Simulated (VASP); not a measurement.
# Ta2N (P-31m) in VASP: further runs

Ta2N is run at these levels: PBE; tasks: single point.

All numbers are computed with VASP 6.6.1; they aren't measurements. Logs are shortened: lines on timing, memory, paths and dates and some standing lists are left out, and cuts for length are marked.

## 1. The cell of the first run

It takes space group P-31m (No. 162, trigonal). Conventional cell: a = 5.425 Å, b = 5.425 Å, c = 4.755 Å, α = 90.00°, β = 90.00°, γ = 120.00°. Ta (site symmetry m) has 3 N at 2.08 to 2.37 Å and 2 Ta at 2.69 to 2.73 Å within 2.8 Å. Within 2.8 Å of N (site symmetry 32) lie 6 Ta at 2.08 Å. N (site symmetry -3m) has 6 Ta at 2.37 Å within 3.1 Å.

## 2. Single point, PBE

INCAR

```
PREC     = Accurate       # precision mode
ENCUT    = 520            # plane-wave cutoff, eV
EDIFF    = 1E-6           # SCF threshold, eV
ISMEAR   = 0              # smearing method
SIGMA    = 0.15           # smearing width, eV
LREAL    = False          # projectors in reciprocal space
LASPH    = True           # aspherical terms in the spheres
NELM     = 60             # most SCF steps
ALGO     = Normal         # electronic algorithm
ISIF     = 2              # what is computed and relaxed
LWAVE    = False          # write WAVECAR
LCHARG   = False          # write CHGCAR
GGA      = PE             # functional
NBANDS   = 50             # bands
```

KPOINTS

```
Automatic mesh
0
Gamma
  9 9 8
```

POSCAR

```
Ta2N
1.0
    5.4248118751      0.0000000000      0.0000000000
   -2.7124059375      4.6980248946      0.0000000000
    0.0000000000      0.0000000000      4.7553900897
Ta N
6 3
Direct
    0.6200274626      0.6200274626      0.7528547364
    0.0000000000      0.3799725374      0.7528547364
    0.3799725374      0.0000000000      0.7528547364
    0.3799725374      0.3799725374      0.2471452636
    0.0000000000      0.6200274626      0.2471452636
    0.6200274626      0.0000000000      0.2471452636
    0.6666666667      0.3333333333      0.5000000000
    0.3333333333      0.6666666667      0.5000000000
    0.0000000000      0.0000000000      0.0000000000
```

Potentials or basis: VASP PAW PBE potentials, release 64 (Ta_pv, N).

On the command line:

```
cat potpaw_PBE.64/Ta_pv/POTCAR potpaw_PBE.64/N/POTCAR > POTCAR
mpirun -np 1 vasp_std > vasp.out
```

OUTCAR:

```text
PREC = Accurate
   ENCUT = 520
   EDIFF = 1E-6
   ISMEAR = 0
   LREAL = False
   LASPH = True
   NELM = 60
   ISIF = 2
   GGA = PE

 ion  position               nearest neighbor table
   1  0.620  0.620  0.753-   7 2.08   8 2.08   9 2.37   4 2.69   4 2.73   3 2.94   2 2.94   3 2.94
                             2 2.94   6 3.13   5 3.13   6 3.17   5 3.17   2 3.57   3 3.57
   2  0.000  0.380  0.753-   7 2.08   8 2.08   9 2.37   5 2.69   5 2.73   1 2.94   3 2.94   1 2.94
                             3 2.94   4 3.13   6 3.13   4 3.17   6 3.17   3 3.57   1 3.57
   3  0.380  0.000  0.753-   8 2.08   7 2.08   9 2.37   6 2.69   6 2.73   1 2.94   1 2.94   2 2.94
                             2 2.94   4 3.13   5 3.13   4 3.17   5 3.17   2 3.57   1 3.57
   4  0.380  0.380  0.247-   8 2.08   7 2.08   9 2.37   1 2.69   1 2.73   6 2.94   5 2.94   6 2.94
                             5 2.94   3 3.13   2 3.13   3 3.17   2 3.17   5 3.57   6 3.57
   5  0.000  0.620  0.247-   8 2.08   7 2.08   9 2.37   2 2.69   2 2.73   4 2.94   6 2.94   4 2.94
                             6 2.94   1 3.13   3 3.13   1 3.17   3 3.17   6 3.57   4 3.57
   6  0.620  0.000  0.247-   7 2.08   8 2.08   9 2.37   3 2.69   3 2.73   4 2.94   4 2.94   5 2.94
                             5 2.94   1 3.13   2 3.13   1 3.17   2 3.17   5 3.57   4 3.57
   7  0.667  0.333  0.500-   6 2.08   2 2.08   3 2.08   5 2.08   1 2.08   4 2.08
   8  0.333  0.667  0.500-   3 2.08   5 2.08   6 2.08   2 2.08   4 2.08   1 2.08
   9  0.000  0.000  0.000-   2 2.37   5 2.37   3 2.37   6 2.37   1 2.37   4 2.37

  LATTYP: Found a hexagonal cell.
 ALAT       =     5.4248118751
 C/A-ratio  =     0.8766000000

  Lattice vectors:

 A1 = (   5.4248118751,   0.0000000000,   0.0000000000)
 A2 = (  -2.7124059375,   4.6980248946,   0.0000000000)
 A3 = (   0.0000000000,   0.0000000000,   4.7553900897)

Analysis of symmetry for initial positions (statically):
=====================================================================
 Subroutine PRICEL returns:
 Original cell was already a primitive cell.

 Routine SETGRP: Setting up the symmetry group for a
 hexagonal supercell.

 Subroutine GETGRP returns: Found 12 space group operations
 (whereof 12 operations were pure point group operations)
 out of a pool of 24 trial point group operations.

The static configuration has the point symmetry D_3d.

Analysis of symmetry for dynamics (positions and initial velocities):
=====================================================================
 Subroutine PRICEL returns:
 Original cell was already a primitive cell.

 Routine SETGRP: Setting up the symmetry group for a
 hexagonal supercell.

 Subroutine GETGRP returns: Found 12 space group operations
 (whereof 12 operations were pure point group operations)
 out of a pool of 24 trial point group operations.

The dynamic configuration has the point symmetry D_3d.

 Subroutine INISYM returns: Found 12 space group operations
 (whereof 12 operations are pure point group operations),
 and found     1 'primitive' translations

----------------------------------------------------------------------------------------

                                     Primitive cell

  volume of cell :     121.1954

  direct lattice vectors                    reciprocal lattice vectors
     5.424811875  0.000000000  0.000000000     0.184338190  0.106427703  0.000000000
    -2.712405937  4.698024895  0.000000000     0.000000000  0.212855407  0.000000000
     0.000000000  0.000000000  4.755390090     0.000000000  0.000000000  0.210287691

  length of vectors
     5.424811875  5.424811875  4.755390090     0.212855407  0.212855407  0.210287691

  position of ions in fractional coordinates (direct lattice)
     0.620027463  0.620027463  0.752854736
     0.000000000  0.379972537  0.752854736
     0.379972537  0.000000000  0.752854736
     0.379972537  0.379972537  0.247145264
     0.000000000  0.620027463  0.247145264
     0.620027463  0.000000000  0.247145264
     0.666666667  0.333333333  0.500000000
     0.333333333  0.666666667  0.500000000
     0.000000000  0.000000000  0.000000000

  ion indices of the primitive-cell ions
   primitive index   ion index
                 1           1
                 2           2
                 3           3
                 4           4
                 5           5
                 6           6
                 7           7
                 8           8
                 9           9

----------------------------------------------------------------------------------------

 KPOINTS: Automatic mesh

Automatic generation of k-mesh.
 Grid dimensions read from file:
 generate k-points for:    9    9    8

 Generating k-lattice:

  Cartesian coordinates                     Fractional coordinates (reciprocal lattice)
     0.020482021  0.011825300  0.000000000     0.111111111  0.000000000  0.000000000
     0.000000000  0.023650601  0.000000000     0.000000000  0.111111111  0.000000000
     0.000000000  0.000000000  0.026285961     0.000000000  0.000000000  0.125000000

  Length of vectors
     0.023650601  0.023650601  0.026285961

  Shift w.r.t. Gamma in fractional coordinates (k-lattice)
     0.000000000  0.000000000  0.000000000

 Subroutine IBZKPT returns following result:
 ===========================================

 Found     81 irreducible k-points:

 Following reciprocal coordinates:
            Coordinates               Weight
  0.000000  0.000000  0.000000      1.000000
  0.111111  0.000000  0.000000      6.000000
  0.222222  0.000000  0.000000      6.000000
  0.333333  0.000000  0.000000      6.000000
  0.444444  0.000000  0.000000      6.000000
  0.111111  0.111111  0.000000      6.000000
[... 16 lines left out ...]
 -0.111111  0.444444  0.125000     12.000000
  0.444444  0.111111  0.125000      6.000000
 [... further k-points ...]
   k-points           NKPTS =     81   k-points in BZ     NKDIM =     81   number of bands    NBANDS=     50
   number of dos      NEDOS =    301   number of ions     NIONS =      9
   total plane-waves  NPLWV =  57600
   dimension x,y,z NGX =    40 NGY =   40 NGZ =   36
   dimension x,y,z NGXF=    80 NGYF=   80 NGZF=   72
   ions per type =               6   3
   NGX,Y,Z   is equivalent  to a cutoff of  12.26, 12.26, 12.59 a.u.
   NGXF,Y,Z  is equivalent  to a cutoff of  24.52, 24.52, 25.17 a.u.
 SYSTEM =  unknown system
   PREC   = accura    normal or accurate (medium, high low for compatibility)
   ISTART =      0    job   : 0-new  1-cont  2-samecut
   ICHARG =      2    charge: 1-file 2-atom 10-const
   ISPIN  =      1    spin polarized calculation?
   LNONCOLLINEAR =      F non collinear calculations
   LSORBIT =      F    spin-orbit coupling
   LASPH  =      T    aspherical Exc in radial PAW
   ENCUT  =  520.0 eV  38.22 Ry    6.18 a.u.  10.09 10.09  8.84*2*pi/ulx,y,z
   NELM   =     60;   NELMIN=  2; NELMDL= -5     # of ELM steps
   EDIFF  = 0.1E-05   stopping-criterion for ELM
   LREAL  =      F    real-space projection
   EDIFFG = 0.1E-04   stopping-criterion for IOM
   NSW    =      0    number of steps for IOM
   IBRION =     -1    ionic relax: 0-MD 1-quasi-New 2-CG
   NFREE  =      0    steps in history (QN), initial steepest desc. (CG)
   ISIF   =      2    stress and relaxation
   ISYM   =      2    0-nonsym 1-usesym 2-fastsym
   POTIM  = 0.5000    time-step for ionic-motion
   TEBEG  =    0.0;   TEEND  =   0.0 temperature during run
   PSTRESS=    0.0 pullay stress
   NELECT =      81.0000    total number of electrons
   NUPDOWN=      -1.0000    fix difference up-down
   EMIN   =  10.00;   EMAX   =-10.00  energy-range for DOS
   EFERMI =   0.00;   METHOD = LEGACY
   ISMEAR =     0;   SIGMA  =   0.15  broadening in eV -4-tet -1-fermi 0-gaus
   EFERMI_NEDOS =   21; number of points for ismear=-14 and -15
   IALGO  =     38    algorithm
   IMIX   =      4    mixing-type and parameters
     AMIX     =   0.40;   BMIX     =  1.00
     AMIX_MAG =   1.60;   BMIX_MAG =  1.00
  volume/ion in A,a.u.               =      13.47        90.87
  Fermi-wavevector in a.u.,A,eV,Ry     =   1.431334  2.704830 27.874505  2.048718
  Thomas-Fermi vector in A             =   2.551082
   LORBIT       =      0    0 simple, 1 ext, 2 COOP (PROOUT), +10 PAW based schemes
   GGA     = PE    functional components
   LHFCALC =     F    Hartree Fock is set to
   AEXX    =    0.0000 exact exchange contribution
   IVDW    =     0    specifies the selected vdW correction
   LEPSILON=     F    determine dielectric tensor
   LRPA    =     F    only Hartree local field effects (RPA)
 non-spin polarized calculation
 Gauss-broadening in eV      SIGMA  =   0.15
  energy-cutoff  :      520.00
  volume of cell :      121.20
 maximum number of plane-waves:      3281
   NGX = 21   NGY = 21   NGZ = 17

 number of electron      80.9999995 magnetization

 Free energy of the ion-electron system (eV)
  ---------------------------------------------------
  ext. energy  EPLUGINS =         0.00000000
  ---------------------------------------------------
  free energy    TOTEN  =       -99.71660020 eV

  energy without entropy =      -99.66365769  energy(sigma->0) =      -99.69012895

 E-fermi :   6.9940     XC(G=0): -12.8273

 val. band max:        6.9918456019   @ k =  -0.1111   0.2222   0.2500
 cond. band min:       6.9962700497   @ k =   0.1111   0.0000   0.2500
 fundamental gap:      0.0044244479
 Fermi energy:         6.9939605234

 k-point     1 :       0.0000    0.0000    0.0000
  band No.  band energies     occupation
      1     -28.4488      2.00000
      2     -28.3857      2.00000
      3     -27.9993      2.00000
      4     -27.9993      2.00000
      5     -27.8787      2.00000
      6     -27.7457      2.00000
[... 42 lines left out ...]
     49       9.7648      0.00000
     50       9.7649      0.00000

 k-point     2 :       0.1111    0.0000    0.0000
  band No.  band energies     occupation
      1     -28.4384      2.00000
      2     -28.3722      2.00000
      3     -28.0068      2.00000
      4     -28.0018      2.00000
      5     -27.8983      2.00000
      6     -27.7632      2.00000
[... 42 lines left out ...]
     49       9.7928      0.00000
     50      10.2425      0.00000

 k-point     3 :       0.2222    0.0000    0.0000
  band No.  band energies     occupation
      1     -28.4090      2.00000
      2     -28.3364      2.00000
      3     -28.0277      2.00000
      4     -28.0075      2.00000
      5     -27.9154      2.00000
      6     -27.7975      2.00000
[... 42 lines left out ...]
     49       9.9529      0.00000
     50      10.7094      0.00000

 k-point     4 :       0.3333    0.0000    0.0000
  band No.  band energies     occupation
      1     -28.3659      2.00000
      2     -28.2961      2.00000
      3     -28.0523      2.00000
      4     -28.0137      2.00000
      5     -27.9062      2.00000
      6     -27.8281      2.00000
[... 999 lines left out ...]
 k-point    23 :      -0.1111    0.4444    0.1250
  band No.  band energies     occupation
      1     -28.3274      2.00000
      2     -28.3060      2.00000
      3     -28.0464      2.00000
      4     -27.9968      2.00000
      5     -27.8751      2.00000
      6     -27.8298      2.00000
[... 42 lines left out ...]
     49      10.2845      0.00000
     50      10.5423      0.00000

 k-point    24 :       0.4444    0.1111    0.1250
  band No.  band energies     occupation
      1     -28.2794      2.00000
      2     -28.2606      2.00000
      3     -28.1030      2.00000
      4     -28.0240      2.00000
      5     -27.8931      2.00000
      6     -27.8520      2.00000
[... 42 lines left out ...]
     49      10.0873      0.00000
     50      10.5663      0.00000

 [... further k-points ...]

------------------------ aborting loop because EDIFF is reached ----------------------------------------

  FORCE on cell =-STRESS in cart. coord.  units (eV):
  Direction    XX          YY          ZZ          XY          YZ          ZX
  --------------------------------------------------------------------------------------
  -------------------------------------------------------------------------------------
  Total        8.9981714      8.9981714     20.6723057      0.0000000      0.0000000     -0.0000000
  in kB      118.9539042    118.9539042    273.2834659      0.0000000      0.0000000     -0.0000000
  external PRESSURE =     170.3970915 kB  Pullay stress =       0.0000000 kB

 VOLUME and BASIS-vectors are now :
 -----------------------------------------------------------------------------
  energy-cutoff  :      520.00
  volume of cell :      121.20
      direct lattice vectors                 reciprocal lattice vectors
     5.424811875  0.000000000  0.000000000     0.184338190  0.106427703  0.000000000
    -2.712405937  4.698024895  0.000000000     0.000000000  0.212855407  0.000000000
     0.000000000  0.000000000  4.755390090     0.000000000  0.000000000  0.210287691

 POSITION                                       TOTAL-FORCE (eV/Angst)
 -----------------------------------------------------------------------------------
      1.68177      2.91290      3.58012         2.714402      4.701482      2.014099
     -1.03064      1.78512      3.58012         2.714402     -4.701482      2.014099
      2.06128      0.00000      3.58012        -5.428803      0.000000      2.014099
      1.03064      1.78512      1.17527        -2.714402     -4.701482     -2.014099
     -1.68177      2.91290      1.17527        -2.714402      4.701482     -2.014099
      3.36353      0.00000      1.17527         5.428803     -0.000000     -2.014099
      2.71241      1.56601      2.37770         0.000000      0.000000      0.000000
     -0.00000      3.13202      2.37770         0.000000      0.000000      0.000000
      0.00000      0.00000      0.00000         0.000000      0.000000      0.000000
 -----------------------------------------------------------------------------------
    total drift:                               -0.000000      0.000000      0.000000

  FREE ENERGIE OF THE ION-ELECTRON SYSTEM (eV)
  ---------------------------------------------------
  free  energy   TOTEN  =       -99.7166002043 eV

  energy  without entropy=      -99.6636576889  energy(sigma->0) =      -99.69012895
```

It took 3.7 min on 1 thread of Intel Xeon 6975P-C (Granite Rapids), shared host; peak memory 0.47 GiB.

Results:

- Free energy: -99.7166 eV
- Pressure: 17.0 GPa
- Largest force: 5.790 eV/Å
- Band gap on the k mesh: zero (an odd number of electrons rules out a gap without spin polarisation)

Forces on the atoms (eV/Å):
```
Ta   2.714  4.701  2.014
Ta   2.714 -4.701  2.014
Ta  -5.429  0.000  2.014
Ta  -2.714 -4.701 -2.014
Ta  -2.714  4.701 -2.014
Ta   5.429  0.000 -2.014
N    0.000  0.000  0.000
N    0.000  0.000  0.000
N    0.000  0.000  0.000
```

Levels at points of the mesh, in eV from the Fermi level:
```csv
k point,band 39,band 40,band 41,band 42,band 43,band 44
"(0.00, 0.00, 0.00)",-0.52,-0.43,-0.43,-0.32,0.58,1.01
"(0.00, 0.00, 0.50)",-0.57,-0.42,0.05,0.05,0.19,1.34
```

Caveat: the stress differs along the axes, from 12 to 27 GPa; spin-orbit coupling is left out, which moves the levels of the heavy elements; forces of over 1 eV/Å act on the atoms, so gaps and moduli don't describe the material at rest.

(Part 1 of 2 ends here.)

The gap in the log of VASP goes by the Fermi energy; the results here count the filled bands.